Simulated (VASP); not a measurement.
# HC6 in VASP: a series of runs, part 2 of 2

VASP 6.6.1.

### Step 3. Single point, PBE

File INCAR:

```
SYSTEM = HC6
ALGO = Normal
DIPOL = 0.5 0.5 0.317
EDIFF = 1E-7
ENCUT = 520
GGA = PE
IDIPOL = 3
ISIF = 2
ISMEAR = 0
LASPH = .TRUE.
LCHARG = .FALSE.
LDIPOL = .TRUE.
LREAL = .FALSE.
LWAVE = .FALSE.
NBANDS = 38
NELM = 100
PREC = Accurate
SIGMA = 0.1
```

File KPOINTS:

```
k-points
0
G
  6 3 1
  0 0 0
```

File POSCAR:

```
HC6
1.0
    4.9326910638      0.0000000000      0.0000000000
    0.0000000000      8.5222964205      0.0000000000
    0.0000000000      0.0000000000     22.9416055954
C H
12 2
Direct
    0.0000000000      0.0000000000      0.1743557130
    0.5000000000      0.0000000000      0.1743557130
    0.2500000000      0.0000000000      0.2053898368
    0.7500000000      0.0000000000      0.2053898368
    0.2500000000      0.0000000000      0.2674580844
    0.7500000000      0.0000000000      0.2674580844
    0.0000000000      0.0000000000      0.2977124344
    0.5000000000      0.0000000000      0.2977124344
    0.0000000000      0.0000000000      0.3626190265
    0.5000000000      0.0000000000      0.3626190265
    0.2500000000      0.0000000000      0.3897550046
    0.7500000000      0.0000000000      0.3897550046
    0.1739765890      0.0000000000      0.5205217894
    0.3260234110      0.0000000000      0.5205217894
```

Potentials or basis: VASP PAW PBE potentials, release 64 (C, H).

Run with:

```console
> cat potpaw_PBE.64/C/POTCAR potpaw_PBE.64/H/POTCAR > POTCAR
> mpirun -np 1 vasp_std > vasp.out
```

OUTCAR:

```text
SYSTEM = HC6
   EDIFF = 1E-7
   ENCUT = 520
   GGA = PE
   ISIF = 2
   ISMEAR = 0
   LASPH = .TRUE.
   LREAL = .FALSE.
   NELM = 100
   PREC = Accurate

 ion  position               nearest neighbor table
   1  0.000  0.000  0.174-   3 1.42   4 1.42
   2  0.500  0.000  0.174-   3 1.42   4 1.42
   3  0.250  0.000  0.205-   5 1.42   2 1.42   1 1.42
   4  0.750  0.000  0.205-   6 1.42   2 1.42   1 1.42
   5  0.250  0.000  0.267-   7 1.42   8 1.42   3 1.42
   6  0.750  0.000  0.267-   7 1.42   8 1.42   4 1.42
   7  0.000  0.000  0.298-   5 1.42   6 1.42   9 1.49
[... 551 lines left out ...]
      direct lattice vectors                 reciprocal lattice vectors
     4.932691064  0.000000000  0.000000000     0.202729096  0.000000000  0.000000000
     0.000000000  8.522296421  0.000000000     0.000000000  0.117339265  0.000000000
     0.000000000  0.000000000 22.941605595     0.000000000  0.000000000  0.043588928

 POSITION                                       TOTAL-FORCE (eV/Angst)
 -----------------------------------------------------------------------------------
      0.00000      0.00000      4.00000        -0.011012      0.000000      1.688822
      2.46635      0.00000      4.00000         0.011012      0.000000      1.688822
      1.23317      0.00000      4.71197         0.000000      0.000000     -3.286067
      3.69952      0.00000      4.71197         0.000000      0.000000     -3.268966
      1.23317      0.00000      6.13592         0.000000      0.000000      1.525937
      3.69952      0.00000      6.13592         0.000000      0.000000      1.540168
      0.00000      0.00000      6.83000         0.020543      0.000000      0.011872
      2.46635      0.00000      6.83000        -0.020543      0.000000      0.011872
      0.00000      0.00000      8.31906        -0.006187      0.000000      0.028237
      2.46635      0.00000      8.31906         0.006187      0.000000      0.028237
      1.23317      0.00000      8.94161         0.000000      0.000000     -0.130975
      3.69952      0.00000      8.94161         0.000000      0.000000      0.137499
      0.85817      0.00000     11.94161        -0.039128      0.000000      0.012272
      1.60817      0.00000     11.94161         0.039128      0.000000      0.012272
 -----------------------------------------------------------------------------------
    total drift:                                0.000000      0.000000      0.000224

  FREE ENERGIE OF THE ION-ELECTRON SYSTEM (eV)
  ---------------------------------------------------
  free  energy   TOTEN  =      -104.6449268885 eV

  energy  without entropy=     -104.5827248830  energy(sigma->0) =     -104.61382589

 vacuum level on the upper side and lower side of the slab         1.053         1.519
```

Wall time 15 min (1 thread of Oxide Virtual Turin-like, shared host); peak memory 0.96 GiB.

What came out:

```yaml
Free_energy: -104.6449 eV
Largest_force: 3.286 eV/Å
Band_gap_on_the_k_mesh: 0.09 eV
```

Forces in eV/Å, atoms in the order of the input:
```
C   -0.011  0.000  1.689
C    0.011  0.000  1.689
C    0.000  0.000 -3.286
C    0.000  0.000 -3.269
C    0.000  0.000  1.526
C    0.000  0.000  1.540
C    0.021  0.000  0.012
C   -0.021  0.000  0.012
C   -0.006  0.000  0.028
C    0.006  0.000  0.028
C    0.000  0.000 -0.131
C    0.000  0.000  0.137
H   -0.039  0.000  0.012
H    0.039  0.000  0.012
```

### Step 4. Single point, PBE

File INCAR:

```
SYSTEM = HC6
PREC = Accurate
ENCUT = 520
EDIFF = 1E-7
ISMEAR = 0
SIGMA = 0.1
LREAL = .FALSE.
LASPH = .TRUE.
NELM = 100
ALGO = Normal
ISIF = 2
LWAVE = .FALSE.
LCHARG = .FALSE.
LDIPOL = .TRUE.
IDIPOL = 3
DIPOL = 0.5 0.5 0.311
GGA = PE
NBANDS = 38
```

File KPOINTS:

```
Automatic mesh
0
G
  6 3 1
  0 0 0
```

POSCAR, as its differences from that of step 3:

```diff
@@ -20,3 +20,3 @@
     0.7500000000      0.0000000000      0.3897550046
-    0.1739765890      0.0000000000      0.5205217894
-    0.3260234110      0.0000000000      0.5205217894
+    0.1302884688      0.0000000000      0.4791123075
+    0.3697115312      0.0000000000      0.4791123075
```

Run with:

```console
> cat potpaw_PBE.64/C/POTCAR potpaw_PBE.64/H/POTCAR > POTCAR
> mpirun -np 1 vasp_std > vasp.out
```

Run time: 13 min. Hardware: 1 thread of Oxide Virtual Turin-like, shared host; peak memory 0.92 GiB.

The run converged. Its results:

* Free energy: -103.3513 eV
* Largest force: 3.593 eV/Å
* Band gap on the k mesh: 0.03 eV

Forces in eV/Å, atoms in the order of the input:
```
C   -0.186  0.000  1.522
C    0.186  0.000  1.522
C    0.000  0.000 -3.177
C    0.000  0.000 -2.873
C    0.000  0.000  1.215
C    0.000  0.000  1.445
C    0.235  0.000  0.231
C   -0.235  0.000  0.231
C   -0.172  0.000 -0.275
C    0.172  0.000 -0.275
C    0.000  0.000 -0.889
C    0.000  0.000  1.760
H    3.586  0.000 -0.219
H   -3.586  0.000 -0.219
```

Levels at points of the mesh, in eV from the valence-band top:
| k point | band 22 | band 23 | band 24 | band 25 | band 26 | band 27 | band 28 | band 29 |
| --- | --- | --- | --- | --- | --- | --- | --- | --- |
| (0.00, 0.00, 0.00) | -2.13 | -0.73 | -0.24 | -0.15 | 0.23 | 0.86 | 0.98 | 2.20 |
| (0.50, 0.00, 0.00) | -1.78 | -1.68 | -0.31 | 0.00 | 0.03 | 0.16 | 2.79 | 2.93 |

### Step 5. Overview

| cell | gap on the mesh (eV) | largest force (eV/Å) |
| --- | --- | --- |
| as given, atomic positions A | 0.05 | 3.16 |
| as given, atomic positions B | 0.09 | 3.29 |
| as given, atomic positions C | 0.03 | 3.59 |

Alike in all rows: task single point; level PBE; potentials or basis VASP PAW PBE potentials, release 64 (C, H); no spin polarisation; k mesh 6 × 3 × 1; cutoff (eV) 520; smearing gaussian 0.1 eV.

Total energies depend on the potentials used, so only differences within one code and one set of settings carry meaning.
